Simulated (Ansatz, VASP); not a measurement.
**One calculation of KZnF3, two programs**

```
CELL_PARAMETERS angstrom
3.99526 0.00000 0.00000
0.00000 3.99526 0.00000
0.00000 0.00000 3.99526
ATOMIC_POSITIONS crystal
Zn 0.50000 0.50000 0.50000
K 0.00000 0.00000 0.00000
F 0.50000 0.00000 0.50000
F 0.00000 0.50000 0.50000
F 0.50000 0.50000 0.00000
```

Alike in both runs: task single point; functional PBEsol; k mesh 7 × 7 × 7; occupations fermi-dirac, width 0.05 eV; no spin polarisation.

|  | VASP | Ansatz |
| --- | --- | --- |
| version | VASP 6.6.1 | Ansatz 0.2.0 |
| potentials or method | VASP PAW PBE potentials, release 64 (Zn, K_sv, F) | Ansatz PAW |
| plane-wave cutoff (eV) | 520 | 420 |
| valence electrons in the cell | 42 | 42 |

Ansatz gave:

| Property | Result |
| --- | --- |
| gap on the k mesh at the Fermi level (eV) | 3.94 |
| least direct gap on the mesh (eV) | 5.88 |
| pressure (GPa) | 3.8 |

Estimate VASP's values.

gap on the k mesh at the Fermi level (eV): 3.86; least direct gap on the mesh (eV): 5.84; pressure (GPa): 4.2.

VASP's potentials were made for PBE, not for PBEsol. With one functional, cell and mesh, what is left measures potentials, basis and numerics.

Noted on Ansatz's run: odd divisions of the mesh miss points on the zone boundary, where band edges often lie, so the gap on the mesh can be too wide.
